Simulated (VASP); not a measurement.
Input of a VASP 6.6.1 run:

File INCAR:

```
SYSTEM = CuSi16
PREC = Accurate
ENCUT = 520
EDIFF = 1E-7
ISMEAR = 0
SIGMA = 0.02
LREAL = Auto
LASPH = .True.
NELM = 100
ALGO = Normal
ISIF = 2
LWAVE = .False.
LCHARG = .False.
GGA = PE
IVDW = 12
NELECT = 74.0
NBANDS = 52
```

File KPOINTS:

```
Automatic mesh
0
Gamma
  2 2 2
  0 0 0
```

POSCAR

```
CuSi16
1.0
    0.0000000000      5.4300000000      5.4300000000
    5.4300000000      0.0000000000      5.4300000000
    5.4300000000      5.4300000000      0.0000000000
Si Cu
16 1
Direct
   -0.0335044199      0.0058869245      0.0060661142
    0.1222102210      0.1136085635      0.1140986188
    0.0092514733     -0.0116597606      0.4979321363
    0.1287837017      0.1187067219      0.6383361878
    0.0090967772      0.4975807551     -0.0113755985
    0.1286223757      0.6382153775      0.1190229282
    0.0120296501      0.5013182320      0.5016747698
    0.1545065378      0.6172023020      0.6175058011
    0.4964172192     -0.0033350829     -0.0028286372
    0.5947802947      0.1360521179      0.1367057090
    0.5025049724     -0.0052779006      0.5101327808
    0.6372455801      0.1195571823      0.6248352670
    0.5024104972      0.5095121547     -0.0045898711
    0.6370731123      0.6242926335      0.1202712707
    0.5256792818      0.4920240331      0.4927452118
    0.6394093002      0.6222122468      0.6228923573
    0.1687231123      0.2735577348      0.2734916206
```

Potentials or basis: VASP PAW PBE potentials, release 64 (Si, Cu).

Run with:

```sh
$ cat potpaw_PBE.64/Si/POTCAR potpaw_PBE.64/Cu/POTCAR > POTCAR
$ mpirun -np 1 vasp_std > vasp.out
```

**Question.** Estimate the dispersion energy per atom.

**Answer.** -0.334 eV.

**Question.** Estimate the largest force.

**Answer.** 0.027 eV/Å.

Forces on the atoms (eV/Å):
```
Si  -0.002  0.015  0.017
Si   0.001 -0.016 -0.010
Si  -0.001  0.007 -0.004
Si   0.003 -0.020 -0.012
Si   0.004  0.000  0.008
Si  -0.003 -0.010 -0.023
Si   0.012  0.003  0.007
Si   0.001 -0.003 -0.007
Si   0.007  0.012  0.006
Si  -0.020  0.001  0.003
Si   0.003  0.004  0.002
Si  -0.009 -0.004  0.001
Si   0.008  0.000  0.004
Si  -0.013  0.001 -0.002
Si   0.007 -0.004  0.000
Si  -0.013 -0.003 -0.004
Cu   0.013  0.019  0.014
```

Caveat: the k points lie up to 0.50 Å⁻¹ apart; the cell carries a net charge on a neutralising background, which shifts energy and pressure.
